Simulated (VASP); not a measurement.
Here is a VASP 6.6.1 calculation.

File INCAR:

```
SYSTEM = InSe
AGGAC = 1.0
AGGAX = 1.0
ALDAC = 0.0
ALDAX = 1.0
ALGO = Normal
EDIFF = 1E-6
ENCUT = 500
GGA = B5
GGA_COMPAT = .FALSE.
ISIF = 2
ISMEAR = 0
LASPH = .TRUE.
LCHARG = .FALSE.
LREAL = .FALSE.
LWAVE = .FALSE.
NBANDS = 27
NELM = 120
PREC = Accurate
SIGMA = 0.01
```

File KPOINTS:

```
k-points
0
G
  6 6 6
  0 0 0
```

The input POSCAR:

```
InSe
1.0
    5.8679031300     -2.0550000000      0.0000000000
    5.8679031300      2.0550000000      0.0000000000
   -1.5994149700      0.0000000000      4.3236525900
In Se
2 2
Direct
    0.8840000000      0.8840000000      0.0050000000
    0.1160000000      0.1160000000      0.9950000000
    0.6600000000      0.6600000000      0.6420000000
    0.3400000000      0.3400000000      0.3580000000
```

Potentials or basis: VASP PAW PBE potentials, release 64 (In_d, Se).

The run is started by

```console
$ cat potpaw_PBE.64/In_d/POTCAR potpaw_PBE.64/Se/POTCAR > POTCAR
$ mpirun -np 1 vasp_std > vasp.out
```

Problem. Predict the largest force.

Solution. 0.904 eV/Å.

Problem. Predict the pressure.

Solution. 6.8 GPa.

Problem. Estimate the band gap on the k mesh.

Solution. 1.04 eV, indirect (least direct gap 1.37 eV).

Forces on the atoms (eV/Å):
```
In   0.039  0.000  0.533
In  -0.039  0.000 -0.533
Se  -0.862  0.000 -0.274
Se   0.862  0.000  0.274
```

Caveat: the PAW data sets were made with another functional, which shifts forces and pressure a little; spin-orbit coupling is left out, which moves the levels of the heavy elements. A k mesh can miss the band edges.
